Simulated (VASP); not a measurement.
# SiNi2 (P6_3/mmc) in VASP: density of states with PBEsol

Aim: the density of states of SiNi2 with PBEsol.

Program: VASP 6.6.1. These are calculated values, not measurements. Logs are shortened: lines on timing, memory, paths and dates and some standing lists are left out, and cuts for length are marked.

## 1. The cell of the first run

Symmetry: P6_3/mmc, No. 194, hexagonal system. Conventional cell: a = 3.912 Å, b = 3.912 Å, c = 4.991 Å, α = 90.00°, β = 90.00°, γ = 120.00°. Si (site symmetry -6m2) has 11 Ni at 2.26 to 2.58 Å within 3.0 Å. Within 3.3 Å of Ni (site symmetry -3m) lie 8 Ni at 2.50 to 2.58 Å and 6 Si at 2.58 Å. Ni (site symmetry -6m2) has 5 Si at 2.26 to 2.50 Å and 6 Ni at 2.58 Å within 3.0 Å.

## 2. Density of states, PBEsol

Contents of POSCAR:

```
SiNi2
1.0
    3.9119261427      0.0000000000      0.0000000000
   -1.9559630714      3.3878274173      0.0000000000
    0.0000000000      0.0000000000      4.9914527796
Si Ni
2 4
Direct
    0.3333333333      0.6666666667      0.7500000000
    0.6666666667      0.3333333333      0.2500000000
    0.0000000000      0.0000000000      0.0000000000
    0.0000000000      0.0000000000      0.5000000000
    0.3333333333      0.6666666667      0.2500000000
    0.6666666667      0.3333333333      0.7500000000
```

Contents of INCAR.step1:

```
ALGO = Normal
EDIFF = 1E-6
ENCUT = 520
GGA = PS
GGA_COMPAT = False
ISIF = 2
ISMEAR = 0
LASPH = True
LCHARG = True
LMAXMIX = 4
LORBIT = 11
LREAL = False
LWAVE = False
NBANDS = 33
NEDOS = 2001
NELM = 120
PREC = Accurate
SIGMA = 0.1
```

Contents of KPOINTS.step1:

```
k-points
0
Gamma
  12 12 8
```

Contents of INCAR.step2:

```
ALGO = Normal
EDIFF = 1E-6
ENCUT = 520
GGA = PS
GGA_COMPAT = False
ICHARG = 11
ISIF = 2
ISMEAR = -5
LASPH = True
LCHARG = False
LMAXMIX = 4
LORBIT = 10
LREAL = False
LWAVE = False
NBANDS = 33
NEDOS = 2001
NELM = 120
PREC = Accurate
SIGMA = 0.1
```

Contents of KPOINTS.step2:

```
k-points
0
Gamma
  18 18 12
```

Potentials or basis: VASP PAW PBE potentials, release 64 (Si, Ni).

Run with:

```console
$ cat potpaw_PBE.64/Si/POTCAR potpaw_PBE.64/Ni/POTCAR > POTCAR
$ cp INCAR.step1 INCAR
$ cp KPOINTS.step1 KPOINTS
$ mpirun -np 1 vasp_std > vasp.out
$ cp INCAR.step2 INCAR
$ cp KPOINTS.step2 KPOINTS
$ mpirun -np 1 vasp_std > vasp.out
```

OUTCAR:

```text
EDIFF = 1E-6
   ENCUT = 520
   GGA = PS
   ICHARG = 11
   ISIF = 2
   ISMEAR = -5
   LASPH = True
   LORBIT = 10
   LREAL = False
   NELM = 120
   PREC = Accurate

 ion  position               nearest neighbor table
   1  0.333  0.667  0.750-   6 2.26   6 2.26   6 2.26   5 2.50   5 2.50   3 2.58   4 2.58   4 2.58
                             3 2.58   4 2.58   3 2.58
   2  0.667  0.333  0.250-   5 2.26   5 2.26   5 2.26   6 2.50   6 2.50   3 2.58   4 2.58   3 2.58
                             4 2.58   3 2.58   4 2.58
   3  0.000  0.000  0.000-   4 2.50   4 2.50   1 2.58   5 2.58   6 2.58   2 2.58   2 2.58   6 2.58
                             1 2.58   5 2.58   2 2.58   6 2.58   1 2.58   5 2.58
   4  0.000  0.000  0.500-   3 2.50   3 2.50   1 2.58   5 2.58   6 2.58   2 2.58   2 2.58   6 2.58
                             1 2.58   5 2.58   2 2.58   6 2.58   1 2.58   5 2.58
   5  0.333  0.667  0.250-   2 2.26   2 2.26   2 2.26   1 2.50   1 2.50   3 2.58   4 2.58   4 2.58
                             3 2.58   4 2.58   3 2.58
   6  0.667  0.333  0.750-   1 2.26   1 2.26   1 2.26   2 2.50   2 2.50   3 2.58   4 2.58   3 2.58
                             4 2.58   3 2.58   4 2.58

  LATTYP: Found a hexagonal cell.
 ALAT       =     3.9119261427
 C/A-ratio  =     1.2759578268

  Lattice vectors:

 A1 = (   3.9119261427,   0.0000000000,   0.0000000000)
 A2 = (  -1.9559630714,   3.3878274173,   0.0000000000)
 A3 = (   0.0000000000,   0.0000000000,   4.9914527796)

Analysis of symmetry for initial positions (statically):
=====================================================================
 Subroutine PRICEL returns:
 Original cell was already a primitive cell.

 Routine SETGRP: Setting up the symmetry group for a
 hexagonal supercell.

 Subroutine GETGRP returns: Found 24 space group operations
 (whereof 12 operations were pure point group operations)
 out of a pool of 24 trial point group operations.

The static configuration has the point symmetry D_3d.
 The point group associated with its full space group is D_6h.

Analysis of symmetry for dynamics (positions and initial velocities):
=====================================================================
 Subroutine PRICEL returns:
 Original cell was already a primitive cell.

 Routine SETGRP: Setting up the symmetry group for a
 hexagonal supercell.

 Subroutine GETGRP returns: Found 24 space group operations
 (whereof 12 operations were pure point group operations)
 out of a pool of 24 trial point group operations.

The dynamic configuration has the point symmetry D_3d.
 The point group associated with its full space group is D_6h.

 Subroutine INISYM returns: Found 24 space group operations
 (whereof 12 operations are pure point group operations),
 and found     1 'primitive' translations

----------------------------------------------------------------------------------------

                                     Primitive cell

  volume of cell :      66.1514

  direct lattice vectors                    reciprocal lattice vectors
     3.911926143  0.000000000  0.000000000     0.255628548  0.147587211  0.000000000
    -1.955963071  3.387827417  0.000000000     0.000000000  0.295174422  0.000000000
     0.000000000  0.000000000  4.991452780     0.000000000  0.000000000  0.200342474

  length of vectors
     3.911926143  3.911926143  4.991452780     0.295174422  0.295174422  0.200342474

  position of ions in fractional coordinates (direct lattice)
     0.333333333  0.666666667  0.750000000
     0.666666667  0.333333333  0.250000000
     0.000000000  0.000000000  0.000000000
     0.000000000  0.000000000  0.500000000
     0.333333333  0.666666667  0.250000000
     0.666666667  0.333333333  0.750000000

  ion indices of the primitive-cell ions
   primitive index   ion index
                 1           1
                 2           2
                 3           3
                 4           4
                 5           5
                 6           6

----------------------------------------------------------------------------------------

 KPOINTS: k-points

Automatic generation of k-mesh.
 Grid dimensions read from file:
 generate k-points for:   18   18   12

 Generating k-lattice:

  Cartesian coordinates                     Fractional coordinates (reciprocal lattice)
     0.014201586  0.008199290  0.000000000     0.055555556  0.000000000  0.000000000
     0.000000000  0.016398579  0.000000000     0.000000000  0.055555556  0.000000000
     0.000000000  0.000000000  0.016695206     0.000000000  0.000000000  0.083333333

  Length of vectors
     0.016398579  0.016398579  0.016695206

  Shift w.r.t. Gamma in fractional coordinates (k-lattice)
     0.000000000  0.000000000  0.000000000

 TETIRR: Found   3954 inequivalent tetrahedra from    23328

 Subroutine IBZKPT returns following result:
 ===========================================

 Found    259 irreducible k-points:

 Following reciprocal coordinates:
            Coordinates               Weight
  0.000000  0.000000  0.000000      1.000000
  0.055556  0.000000  0.000000      6.000000
  0.111111  0.000000  0.000000      6.000000
  0.166667  0.000000  0.000000      6.000000
  0.222222  0.000000  0.000000      6.000000
  0.277778  0.000000  0.000000      6.000000
[... 16 lines left out ...]
  0.333333  0.111111  0.000000     12.000000
  0.388889  0.111111  0.000000     12.000000
 [... further k-points ...]
   k-points           NKPTS =    259   k-points in BZ     NKDIM =    259   number of bands    NBANDS=     33
   number of dos      NEDOS =   2001   number of ions     NIONS =      6
   total plane-waves  NPLWV =  36000
   dimension x,y,z NGX =    30 NGY =   30 NGZ =   40
   dimension x,y,z NGXF=    60 NGYF=   60 NGZF=   80
   ions per type =               2   4
   NGX,Y,Z   is equivalent  to a cutoff of  12.75, 12.75, 13.32 a.u.
   NGXF,Y,Z  is equivalent  to a cutoff of  25.50, 25.50, 26.64 a.u.
 SYSTEM =  unknown system
   PREC   = accura    normal or accurate (medium, high low for compatibility)
   ISTART =      0    job   : 0-new  1-cont  2-samecut
   ICHARG =     11    charge: 1-file 2-atom 10-const
   ISPIN  =      1    spin polarized calculation?
   LNONCOLLINEAR =      F non collinear calculations
   LSORBIT =      F    spin-orbit coupling
   LASPH  =      T    aspherical Exc in radial PAW
   ENCUT  =  520.0 eV  38.22 Ry    6.18 a.u.   7.27  7.27  9.28*2*pi/ulx,y,z
   NELM   =    120;   NELMIN=  2; NELMDL=  0     # of ELM steps
   EDIFF  = 0.1E-05   stopping-criterion for ELM
   LREAL  =      F    real-space projection
   EDIFFG = 0.1E-04   stopping-criterion for IOM
   NSW    =      0    number of steps for IOM
   IBRION =     -1    ionic relax: 0-MD 1-quasi-New 2-CG
   NFREE  =      0    steps in history (QN), initial steepest desc. (CG)
   ISIF   =      2    stress and relaxation
   ISYM   =      2    0-nonsym 1-usesym 2-fastsym
   POTIM  = 0.5000    time-step for ionic-motion
   TEBEG  =    0.0;   TEEND  =   0.0 temperature during run
   PSTRESS=    0.0 pullay stress
   NELECT =      48.0000    total number of electrons
   NUPDOWN=      -1.0000    fix difference up-down
   EMIN   =  10.00;   EMAX   =-10.00  energy-range for DOS
   EFERMI =   0.00;   METHOD = LEGACY
   ISMEAR =    -5;   SIGMA  =   0.10  broadening in eV -4-tet -1-fermi 0-gaus
   EFERMI_NEDOS =   21; number of points for ismear=-14 and -15
   IALGO  =     38    algorithm
   IMIX   =      4    mixing-type and parameters
     AMIX     =   0.40;   BMIX     =  1.00
     AMIX_MAG =   1.60;   BMIX_MAG =  1.00
  volume/ion in A,a.u.               =      11.03        74.40
  Fermi-wavevector in a.u.,A,eV,Ry     =   1.471100  2.779976 29.444858  2.164136
  Thomas-Fermi vector in A             =   2.586277
   LORBIT       =     10    0 simple, 1 ext, 2 COOP (PROOUT), +10 PAW based schemes
   GGA     = PS    functional components
   LHFCALC =     F    Hartree Fock is set to
   AEXX    =    0.0000 exact exchange contribution
   IVDW    =     0    specifies the selected vdW correction
   LEPSILON=     F    determine dielectric tensor
   LRPA    =     F    only Hartree local field effects (RPA)
 non-spin polarized calculation
 Fermi weights with tetrahedron method with Bloechl corrections
  energy-cutoff  :      520.00
  volume of cell :       66.15
 maximum number of plane-waves:      1813
 NGX is ok and might be reduce to    30

 number of electron      48.0000022 magnetization

 Free energy of the ion-electron system (eV)
  ---------------------------------------------------
  ext. energy  EPLUGINS =         0.00000000
  ---------------------------------------------------
  free energy    TOTEN  =       -39.49465881 eV

  energy without entropy =      -39.49465881  energy(sigma->0) =      -39.49465881

 E-fermi :  10.8210     XC(G=0): -13.0166

 val. band max:       10.8459352677   @ k =   0.2778   0.0556   0.2500
 cond. band min:      10.8054855467   @ k =   0.2778   0.2222   0.5000
 fundamental gap:     -0.0404497211
 Fermi energy:        10.8210450057

 k-point     1 :       0.0000    0.0000    0.0000
  band No.  band energies     occupation
      1      -1.6565      2.00000
      2       2.6876      2.00000
      3       4.4610      2.00000
      4       5.8566      2.00000
      5       5.8567      2.00000
      6       6.9708      2.00000
[... 25 lines left out ...]
     32      16.2165      0.00000
     33      19.0848      0.00000

 k-point     2 :       0.0556    0.0000    0.0000
  band No.  band energies     occupation
      1      -1.6170      2.00000
      2       2.6960      2.00000
      3       4.4891      2.00000
      4       5.8494      2.00000
      5       5.8768      2.00000
      6       6.7919      2.00000
[... 25 lines left out ...]
     32      16.4604      0.00000
     33      18.7991      0.00000

 k-point     3 :       0.1111    0.0000    0.0000
  band No.  band energies     occupation
      1      -1.4991      2.00000
      2       2.7178      2.00000
      3       4.5725      2.00000
      4       5.8188      2.00000
      5       5.9367      2.00000
      6       6.5362      2.00000
[... 25 lines left out ...]
     32      17.1501      0.00000
     33      18.1517      0.00000

 k-point     4 :       0.1667    0.0000    0.0000
  band No.  band energies     occupation
      1      -1.3045      2.00000
      2       2.7417      2.00000
      3       4.7087      2.00000
      4       5.7218      2.00000
      5       6.0350      2.00000
      6       6.2646      2.00000
[... 25 lines left out ...]
     32      17.5887      0.00000
     33      18.1499      0.00000

 k-point     5 :       0.2222    0.0000    0.0000
  band No.  band energies     occupation
      1      -1.0360      2.00000
      2       2.7468      2.00000
      3       4.8933      2.00000
      4       5.4547      2.00000
      5       6.0921      2.00000
      6       6.1694      2.00000
[... 604 lines left out ...]
 k-point    22 :       0.2778    0.1111    0.0000
  band No.  band energies     occupation
      1      -0.1944      2.00000
      2       2.5485      2.00000
      3       4.7012      2.00000
      4       5.4492      2.00000
      5       5.7985      2.00000
      6       6.4536      2.00000
[... 25 lines left out ...]
     32      17.7068      0.00000
     33      18.3189      0.00000

 k-point    23 :       0.3333    0.1111    0.0000
  band No.  band energies     occupation
      1       0.2436      2.00000
      2       2.2866      2.00000
      3       4.3670      2.00000
      4       5.7175      2.00000
      5       5.9058      2.00000
      6       6.5356      2.00000
[... 25 lines left out ...]
     32      18.3320      0.00000
     33      18.3908      0.00000

 k-point    24 :       0.3889    0.1111    0.0000
  band No.  band energies     occupation
      1       0.6870      2.00000
      2       1.9314      2.00000
      3       4.1701      2.00000
      4       5.9672      2.00000
      5       6.0485      2.00000
      6       6.5364      2.00000
[... 25 lines left out ...]
     32      18.3393      0.00000
     33      19.4137      0.00000

 [... further k-points ...]
[... 5 lines left out ...]
  --------------------------------------------------------------------------------------
  -------------------------------------------------------------------------------------
  Total       -3.2461336     -3.2461336     -3.2372986      0.0000000      0.0000000     -0.0000000
  in kB      -78.6209126    -78.6209126    -78.4069297      0.0000000      0.0000000     -0.0000000
  external PRESSURE =     -78.5495850 kB  Pullay stress =       0.0000000 kB

 VOLUME and BASIS-vectors are now :
 -----------------------------------------------------------------------------
  energy-cutoff  :      520.00
  volume of cell :       66.15
      direct lattice vectors                 reciprocal lattice vectors
     3.911926143  0.000000000  0.000000000     0.255628548  0.147587211  0.000000000
    -1.955963071  3.387827417  0.000000000     0.000000000  0.295174422  0.000000000
     0.000000000  0.000000000  4.991452780     0.000000000  0.000000000  0.200342474

 POSITION                                       TOTAL-FORCE (eV/Angst)
 -----------------------------------------------------------------------------------
     -0.00000      2.25855      3.74359         0.000000     -0.000000      0.000000
      1.95596      1.12928      1.24786        -0.000000     -0.000000      0.000000
      0.00000      0.00000      0.00000         0.000000     -0.000000      0.000000
      0.00000      0.00000      2.49573         0.000000     -0.000000      0.000000
     -0.00000      2.25855      1.24786         0.000000     -0.000000      0.000000
      1.95596      1.12928      3.74359        -0.000000      0.000000      0.000000
 -----------------------------------------------------------------------------------
    total drift:                                0.000000     -0.000000      0.000000

  FREE ENERGIE OF THE ION-ELECTRON SYSTEM (eV)
  ---------------------------------------------------
  free  energy   TOTEN  =       -39.4946588058 eV

  energy  without entropy=      -39.4946588058  energy(sigma->0) =      -39.49465881

 total charge

# of ion       s       p       d       tot
------------------------------------------
    1        0.721   0.860   0.000   1.582
    2        0.721   0.860   0.000   1.582
    3        0.428   0.531   8.424   9.384
    4        0.428   0.531   8.424   9.384
    5        0.510   0.606   8.511   9.626
    6        0.510   0.606   8.511   9.626
--------------------------------------------------
tot          3.319   3.996  33.869  41.184
```

It took 3.7 min on 1 thread of AMD EPYC 9R45 (Zen 5), shared host; peak memory 0.47 GiB.

What came out:

| Item | Value |
| --- | --- |
| Valence electrons inside the program's atomic spheres | Si 1.58; Ni 9.38, 9.63 |

Caveat: the PAW data sets were made with another functional, which shifts forces and pressure a little; tetrahedron occupations give inexact forces and stress in metals. Spin polarisation is off, so any magnetic state and its effect on volume and gap are missing.
